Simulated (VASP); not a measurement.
Runs of VASP 6.6.1 on Ca. The structure is that of space group Im-3m (No. 229), or close to it. The cells are those of the table. 

```csv
cell,gap on the mesh (eV),pressure (GPa)
"a = 3.718 Å, angles 110.2, 110.2, 108.1°, 1 atom",none,1.9
"a = 3.686 Å, angles 109.5°, 1 atom",none,2.5
"a = 4.074 Å, angles 109.5°, 1 atom",none,(a)
"a = 3.783 Å, angles 109.5°, 1 atom",none,0.8
"a = 3.977 Å, angles 109.5°, 1 atom",none,(b)
```

Alike in all rows: task single point; level r2SCAN; potentials or basis VASP PAW PBE potentials, release 64 (Ca_sv); no spin polarisation; k mesh 16 × 16 × 16; cutoff (eV) 550; smearing gaussian 0.15 eV.

Task: Fill in the values left out.

Result: (a) -2.4; (b) -1.6.

Caveats: the PAW data sets were made with another functional, which shifts forces and pressure a little.

A gap of «none» marks levels without a gap at the run's occupations.
